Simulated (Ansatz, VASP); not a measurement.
# Two plane-wave programs on EuS

```
Eu S
1.0
     0.00000    2.93668    2.93668
     2.93668    0.00000    2.93668
     2.93668    2.93668    0.00000
Eu S
1 1
Direct
  0.00000 0.00000 0.00000
  0.50000 0.50000 0.50000
```

Alike in both runs: task single point; functional r2SCAN; k mesh 10 × 10 × 10; occupations gaussian, width 0.05 eV; collinear spin.

|  | VASP | Ansatz |
| --- | --- | --- |
| version | VASP 6.6.1 | Ansatz 0.2.0 |
| potentials or method | VASP PAW PBE potentials, release 64 (Eu, S), cutoff 800 eV | scalar-relativistic, plane waves, PAW |
| valence electrons in the cell | 23 | 23 |

|  | VASP | Ansatz | Ansatz less VASP |
| --- | --- | --- | --- |
| gap on the k mesh at the Fermi level (eV) | none | none | - |
| pressure (GPa) | -0.4 | 0.0 | +0.41 |
| net moment per atom (μB) | 3.50 | 3.50 | +0.001 |
| size of the moment on the site where the two differ most (μB) | 6.52 | 6.79 | +0.268 |

VASP's potentials were made for PBE, not for r2SCAN. Site moments also hang on the region over which each program counts them. A gap of «none» marks a metal or a gap that the smearing closes. The functional is the same, so the differences come from potentials, cutoffs and numerics. Ansatz's warnings: stability check not made.

Spin-orbit coupling is off throughout.
